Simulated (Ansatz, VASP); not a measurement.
**MgO in VASP and in Ansatz**

File INCAR:

```
PREC = Accurate
ENCUT = 520
EDIFF = 1E-7
ISMEAR = 0
SIGMA = 0.05
LREAL = F
LASPH = T
NELM = 60
ALGO = Normal
ISIF = 2
LWAVE = F
LCHARG = F
GGA = PE
NBANDS = 16
```

The input KPOINTS:

```
Automatic mesh
0
Gamma
  9 9 6
```

Contents of POSCAR:

```
MgO
1.0
    3.4802931548      0.0000000000      0.0000000000
   -1.7401465774      3.0140222847      0.0000000000
    0.0000000000      0.0000000000      4.3381600378
Mg O
2 2
Direct
    0.6722747364      0.3333333333      0.7500000000
    0.3389414031      0.6666666667      0.2500000000
    0.6581471257      0.3333333333      0.2500000000
    0.3248137924      0.6666666667      0.7500000000
```

Input for Ansatz:

```yaml
crystal:
  lattice:
    - [3.4802931548, 0.0, 0.0]
    - [-1.7401465774, 3.0140222847, 0.0]
    - [0.0, 0.0, 4.3381600378]
  atoms:
    - { symbol: Mg, position: [0.6722747364, 0.3333333333, 0.75] }
    - { symbol: Mg, position: [0.3389414031, 0.6666666667, 0.25] }
    - { symbol: O, position: [0.6581471257, 0.3333333333, 0.25] }
    - { symbol: O, position: [0.3248137924, 0.6666666667, 0.75] }
basis:
  ecutwfc: 520.0
kpoints:
  mp_grid: { grid: [9, 9, 6] }
hamiltonian:
  xc: pbe
  pseudopotentials: { kind: paw, azcp: { folder: soft_1 } }
scf:
  occupations: { method: gaussian, width: 0.05 }
output:
  forces: true
  stress: true
  eigenvalues: true
```

Change from the starting cell: mode 8 frozen in at -0.030 Å, strain +e along z and -e/2 along x and y +0.0233.

Alike in both runs: task single point; functional PBE; k mesh 9 × 9 × 6; occupations gaussian, width 0.05 eV; no spin polarisation.

```csv
,VASP,Ansatz
version,VASP 6.6.1,Ansatz 0.2.0
potentials or method,"VASP PAW PBE potentials, release 64 (Mg, O), cutoff 520 eV","scalar-relativistic, plane waves, PAW"
valence electrons in the cell,16,32
```

Ansatz gave:

| Item | Value |
| --- | --- |
| gap on the k mesh at the Fermi level (eV) | 3.23 |
| least direct gap on the mesh (eV) | 3.23 |
| pressure (GPa) | 0.4 |
| traceless stress, the component that is largest in VASP (GPa) | -3.55 |
| rms of the force components (eV/Å) | 0.264 |

**Question.** What did VASP give for the same quantities?

**Answer.** gap on the k mesh at the Fermi level (eV): 3.21; least direct gap on the mesh (eV): 3.21; pressure (GPa): -0.2; traceless stress, the component that is largest in VASP (GPa): -3.68; rms of the force components (eV/Å): 0.267.

Atom by atom the forces differ by 0.003 eV/Å (rms over components). VASP's potentials hold 16 valence electrons a cell and Ansatz's 32, so a difference there can come from the potentials and not from the codes.
